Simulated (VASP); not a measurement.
# Re (Fm-3m) in VASP: further runs

Runs on Re. Level: HSE06. Tasks: single point.

All numbers are computed with VASP 6.6.1; they aren't measurements. Logs are shortened: lines on timing, memory, paths and dates and some standing lists are left out, and cuts for length are marked.

**1. The cell of the first run**

The structure is cubic, space group Fm-3m (No. 225). The conventional cell has a = 3.854 Å, b = 3.854 Å, c = 3.854 Å, α = 90.00°, β = 90.00°, γ = 90.00°. Within 3.6 Å of Re (site symmetry m-3m) lie 12 Re at 2.72 Å.

This isn't the form of Re at room conditions, which is hcp.

**2. Single point, HSE06**

Input file POSCAR:

```
Re
1.0
    0.0000000000      1.9267732421      1.9267732421
    1.9267732421      0.0000000000      1.9267732421
    1.9267732421      1.9267732421      0.0000000000
Re
1
Direct
    0.0000000000      0.0000000000      0.0000000000
```

Input file INCAR.step1:

```
PREC = Accurate ; ENCUT = 520
EDIFF = 1E-5 ; ISMEAR = -1
SIGMA = 0.1 ; LREAL = False
LASPH = True ; NELM = 120
ALGO = Normal ; ISIF = 2
LWAVE = True ; LCHARG = False
NBANDS = 10 ; GGA = PE
GGA_COMPAT = False
```

Input file INCAR.step2:

```
PREC = Accurate ; ENCUT = 520
EDIFF = 1E-6 ; ISMEAR = -1
SIGMA = 0.1 ; LREAL = False
LASPH = True ; NELM = 120
ALGO = Normal ; ISIF = 2
LWAVE = False ; LCHARG = False
GGA = PE ; LHFCALC = True
HFSCREEN = 0.2079 ; PRECFOCK = Normal
NBANDS = 10 ; ISTART = 1
GGA_COMPAT = False
```

Input file KPOINTS:

```
Automatic mesh
0
Gamma
  6 6 6
```

Potentials or basis: VASP PAW PBE potentials, release 64 (Re).

Run with:

```
cat potpaw_PBE.64/Re/POTCAR > POTCAR
cp INCAR.step1 INCAR
mpirun -np 1 vasp_std > vasp.out
cp INCAR.step2 INCAR
mpirun -np 1 vasp_std > vasp.out
```

OUTCAR:

```text
PREC = Accurate
   ENCUT = 520
   EDIFF = 1E-6
   ISMEAR = -1
   LREAL = False
   LASPH = True
   NELM = 120
   ISIF = 2
   GGA = PE
   LHFCALC = True
   HFSCREEN = 0.2079
   PRECFOCK = Normal
   ISTART = 1

 ion  position               nearest neighbor table
   1  0.000  0.000  0.000-

  LATTYP: Found a face centered cubic cell.
 ALAT       =     3.8535464842

  Lattice vectors:

 A1 = (   0.0000000000,   1.9267732421,   1.9267732421)
 A2 = (   1.9267732421,   0.0000000000,   1.9267732421)
 A3 = (   1.9267732421,   1.9267732421,   0.0000000000)

Analysis of symmetry for initial positions (statically):
=====================================================================
 Subroutine PRICEL returns:
 Original cell was already a primitive cell.

 Routine SETGRP: Setting up the symmetry group for a
 face centered cubic supercell.

 Subroutine GETGRP returns: Found 48 space group operations
 (whereof 48 operations were pure point group operations)
 out of a pool of 48 trial point group operations.

The static configuration has the point symmetry O_h .

Analysis of symmetry for dynamics (positions and initial velocities):
=====================================================================
 Subroutine PRICEL returns:
 Original cell was already a primitive cell.

 Routine SETGRP: Setting up the symmetry group for a
 face centered cubic supercell.

 Subroutine GETGRP returns: Found 48 space group operations
 (whereof 48 operations were pure point group operations)
 out of a pool of 48 trial point group operations.

The dynamic configuration has the point symmetry O_h .

 Subroutine INISYM returns: Found 48 space group operations
 (whereof 48 operations are pure point group operations),
 and found     1 'primitive' translations

----------------------------------------------------------------------------------------

                                     Primitive cell

  volume of cell :      14.3061

  direct lattice vectors                    reciprocal lattice vectors
     0.000000000  1.926773242  1.926773242    -0.259501216  0.259501216  0.259501216
     1.926773242  0.000000000  1.926773242     0.259501216 -0.259501216  0.259501216
     1.926773242  1.926773242  0.000000000     0.259501216  0.259501216 -0.259501216

  length of vectors
     2.724868851  2.724868851  2.724868851     0.449469291  0.449469291  0.449469291

  position of ions in fractional coordinates (direct lattice)
     0.000000000  0.000000000  0.000000000

  ion indices of the primitive-cell ions
   primitive index   ion index
                 1           1

----------------------------------------------------------------------------------------

 KPOINTS: Automatic mesh

Automatic generation of k-mesh.
 Grid dimensions read from file:
 generate k-points for:    6    6    6

 Generating k-lattice:

  Cartesian coordinates                     Fractional coordinates (reciprocal lattice)
    -0.043250203  0.043250203  0.043250203     0.166666667  0.000000000  0.000000000
     0.043250203 -0.043250203  0.043250203     0.000000000  0.166666667  0.000000000
     0.043250203  0.043250203 -0.043250203     0.000000000  0.000000000  0.166666667

  Length of vectors
     0.074911549  0.074911549  0.074911549

  Shift w.r.t. Gamma in fractional coordinates (k-lattice)
     0.000000000  0.000000000  0.000000000

 Subroutine IBZKPT returns following result:
 ===========================================

 Found     16 irreducible k-points:

 Following reciprocal coordinates:
            Coordinates               Weight
  0.000000  0.000000  0.000000      1.000000
  0.166667  0.000000  0.000000      8.000000
  0.333333  0.000000  0.000000      8.000000
  0.500000  0.000000  0.000000      4.000000
  0.166667  0.166667  0.000000      6.000000
  0.333333  0.166667  0.000000     24.000000
[... 8 lines left out ...]
 -0.333333  0.333333  0.166667     24.000000
 -0.333333  0.500000  0.166667     12.000000
   k-points           NKPTS =     16   k-points in BZ     NKDIM =    216   number of bands    NBANDS=     10
   number of dos      NEDOS =    301   number of ions     NIONS =      1
   total plane-waves  NPLWV =   8000
   dimension x,y,z NGX =    20 NGY =   20 NGZ =   20
   dimension x,y,z NGXF=    40 NGYF=   40 NGZF=   40
   ions per type =               1
   NGX,Y,Z   is equivalent  to a cutoff of  12.20, 12.20, 12.20 a.u.
   NGXF,Y,Z  is equivalent  to a cutoff of  24.40, 24.40, 24.40 a.u.
 SYSTEM =  unknown system
   PREC   = accura    normal or accurate (medium, high low for compatibility)
   ISTART =      1    job   : 0-new  1-cont  2-samecut
   ICHARG =      0    charge: 1-file 2-atom 10-const
   ISPIN  =      1    spin polarized calculation?
   LNONCOLLINEAR =      F non collinear calculations
   LSORBIT =      F    spin-orbit coupling
   LASPH  =      T    aspherical Exc in radial PAW
   ENCUT  =  520.0 eV  38.22 Ry    6.18 a.u.   5.07  5.07  5.07*2*pi/ulx,y,z
   NELM   =    120;   NELMIN=  2; NELMDL=  0     # of ELM steps
   EDIFF  = 0.1E-05   stopping-criterion for ELM
   LREAL  =      F    real-space projection
   EDIFFG = 0.1E-04   stopping-criterion for IOM
   NSW    =      0    number of steps for IOM
   IBRION =     -1    ionic relax: 0-MD 1-quasi-New 2-CG
   NFREE  =      0    steps in history (QN), initial steepest desc. (CG)
   ISIF   =      2    stress and relaxation
   ISYM   =      3    0-nonsym 1-usesym 2-fastsym
   POTIM  = 0.5000    time-step for ionic-motion
   TEBEG  =    0.0;   TEEND  =   0.0 temperature during run
   PSTRESS=    0.0 pullay stress
   NELECT =       7.0000    total number of electrons
   NUPDOWN=      -1.0000    fix difference up-down
   EMIN   =  10.00;   EMAX   =-10.00  energy-range for DOS
   EFERMI =   0.00;   METHOD = LEGACY
   ISMEAR =    -1;   SIGMA  =   0.10  broadening in eV -4-tet -1-fermi 0-gaus
   EFERMI_NEDOS =   21; number of points for ismear=-14 and -15
   IALGO  =     38    algorithm
   IMIX   =      1    mixing-type and parameters
     AMIX     =   0.40;   BMIX     =  1.00
     AMIX_MAG =   1.60;   BMIX_MAG =  1.00
  volume/ion in A,a.u.               =      14.31        96.54
  Fermi-wavevector in a.u.,A,eV,Ry     =   1.290031  2.437806 22.642553  1.664181
  Thomas-Fermi vector in A             =   2.421888
   LORBIT       =      0    0 simple, 1 ext, 2 COOP (PROOUT), +10 PAW based schemes
   GGA     = PE    functional components
   LHFCALC =     T    Hartree Fock is set to
   PRECFOCK=normal    Normal, Fast or Accurate (Low or Medium for compatibility)
   ENCUT4O =  -1.0   cutoff for four orbital integrals eV
   NKREDX  =     1    reduce k-point grid by
   NKREDY  =     1    reduce k-point grid by
   NKREDZ  =     1    reduce k-point grid by
   AEXX    =    0.2500 exact exchange contribution
   HFSCREEN=    0.2079 screening length (either q_TF or 0.3 A-1)
   HFSCREENC=   0.2079 screening length for correlation (either q_TF or 0.3 A-1)
   ENCUTFOCK=  -1.0 apply spherical cutoff to Coloumb kernel
   IVDW    =     0    specifies the selected vdW correction
   LEPSILON=     F    determine dielectric tensor
   LRPA    =     F    only Hartree local field effects (RPA)
 non-spin polarized calculation
  energy-cutoff  :      520.00
  volume of cell :       14.31
 maximum number of plane-waves:       397
  NGX = 16; NGY = 16; NGZ = 16

 number of electron       7.0000001 magnetization

 Free energy of the ion-electron system (eV)
  ---------------------------------------------------
  ext. energy  EPLUGINS =         0.00000000
  ---------------------------------------------------
  free energy    TOTEN  =       -14.47446521 eV

  energy without entropy =      -14.46221589  energy(sigma->0) =      -14.46834055

 E-fermi :   8.0364     XC(G=0): -11.2892

 val. band max:        7.6276665860   @ k =   0.3333   0.1667   0.0000
 cond. band min:       8.0741370357   @ k =   0.1667   0.1667   0.0000
 fundamental gap:      0.4464704496
 Fermi energy:         8.0364215258

 k-point     1 :       0.0000    0.0000    0.0000
  band No.  band energies     occupation
      1      -3.3447      2.00000
      2       5.7300      2.00000
      3       5.7300      2.00000
      4       5.7300      2.00000
      5      10.0826      0.00000
      6      10.0826      0.00000
      7      23.2512      0.00000
      8      29.3060      0.00000
      9      29.3060      0.00000
     10      29.3060      0.00000

 k-point     2 :       0.1667    0.0000    0.0000
  band No.  band energies     occupation
      1      -1.9871      2.00000
      2       4.9979      2.00000
      3       6.3031      2.00000
      4       6.3031      2.00000
      5       9.7269      0.00000
      6       9.7269      0.00000
      7      24.9580      0.00000
      8      26.2845      0.00000
      9      31.7287      0.00000
     10      31.7287      0.00000

 k-point     3 :       0.3333    0.0000    0.0000
  band No.  band energies     occupation
      1      -0.0084      2.00000
      2       5.7066      2.00000
      3       6.1078      2.00000
      4       6.1078      2.00000
      5      11.1941      0.00000
      6      11.1941      0.00000
      7      21.7739      0.00000
      8      26.0417      0.00000
      9      33.6594      0.00000
     10      33.6594      0.00000

 k-point     4 :       0.5000    0.0000    0.0000
  band No.  band energies     occupation
      1       0.1297      2.00000
      2       5.6510      2.00000
      3       5.6510      2.00000
      4       8.2618      0.18997
      5      12.8729      0.00000
      6      12.8729      0.00000
      7      19.7220      0.00000
      8      22.6898      0.00000
      9      30.0860      0.00000
     10      30.0860      0.00000
[... 118 lines left out ...]
 k-point    14 :       0.5000    0.3333    0.1667
  band No.  band energies     occupation
      1       2.3534      2.00000
      2       3.1093      2.00000
      3       4.6135      2.00000
      4       9.5203      0.00000
      5      10.5744      0.00000
      6      14.9650      0.00000
      7      22.6122      0.00000
      8      25.5570      0.00000
      9      27.6152      0.00000
     10      33.4359      0.00000

 k-point    15 :      -0.3333    0.3333    0.1667
  band No.  band energies     occupation
      1       3.0204      2.00000
      2       3.0313      2.00000
      3       4.9637      2.00000
      4       8.7097      0.00238
      5      12.2960      0.00000
      6      18.2527      0.00000
      7      18.3605      0.00000
      8      25.2138      0.00000
      9      26.4851      0.00000
     10      31.8389      0.00000

 k-point    16 :      -0.3333    0.5000    0.1667
  band No.  band energies     occupation
      1       1.6758      2.00000
      2       2.5189      2.00000
      3       6.5477      2.00000
      4       9.9821      0.00000
      5      13.6180      0.00000
      6      18.2095      0.00000
      7      20.1198      0.00000
      8      21.3366      0.00000
      9      25.2193      0.00000
     10      36.5618      0.00000

------------------------ aborting loop because EDIFF is reached ----------------------------------------

  FORCE on cell =-STRESS in cart. coord.  units (eV):
  Direction    XX          YY          ZZ          XY          YZ          ZX
  --------------------------------------------------------------------------------------
  -------------------------------------------------------------------------------------
  Total        0.3572572      0.3572572      0.3572572     -0.0000000      0.0000000      0.0000000
  in kB       40.0101164     40.0101164     40.0101164     -0.0000000      0.0000000      0.0000000
  external PRESSURE =      40.0101164 kB  Pullay stress =       0.0000000 kB

 VOLUME and BASIS-vectors are now :
 -----------------------------------------------------------------------------
  energy-cutoff  :      520.00
  volume of cell :       14.31
      direct lattice vectors                 reciprocal lattice vectors
     0.000000000  1.926773242  1.926773242    -0.259501216  0.259501216  0.259501216
     1.926773242  0.000000000  1.926773242     0.259501216 -0.259501216  0.259501216
     1.926773242  1.926773242  0.000000000     0.259501216  0.259501216 -0.259501216

 POSITION                                       TOTAL-FORCE (eV/Angst)
 -----------------------------------------------------------------------------------
      0.00000      0.00000      0.00000         0.000000      0.000000      0.000000
 -----------------------------------------------------------------------------------
    total drift:                               -0.000001     -0.000001     -0.000001

  FREE ENERGIE OF THE ION-ELECTRON SYSTEM (eV)
  ---------------------------------------------------
  free  energy   TOTEN  =       -14.4744652088 eV

  energy  without entropy=      -14.4622158869  energy(sigma->0) =      -14.46834055
```

Run time: 3.1 min. Hardware: 1 thread of Intel Xeon Platinum 8488C (Sapphire Rapids), shared host; peak memory 0.23 GiB.

What came out:

```yaml
Free_energy: -14.4745 eV
Pressure: 4.0 GPa
Band_gap_on_the_k_mesh: zero (an odd number of electrons rules out a gap without spin polarisation)
```

Caveat: the k points lie up to 0.47 Å⁻¹ apart, too coarse for converged energies and pressures of a metal; the PAW data sets were made with another functional, which shifts forces and pressure a little; spin-orbit coupling is left out, which moves the levels of the heavy elements.

[end of part 1 of 2]
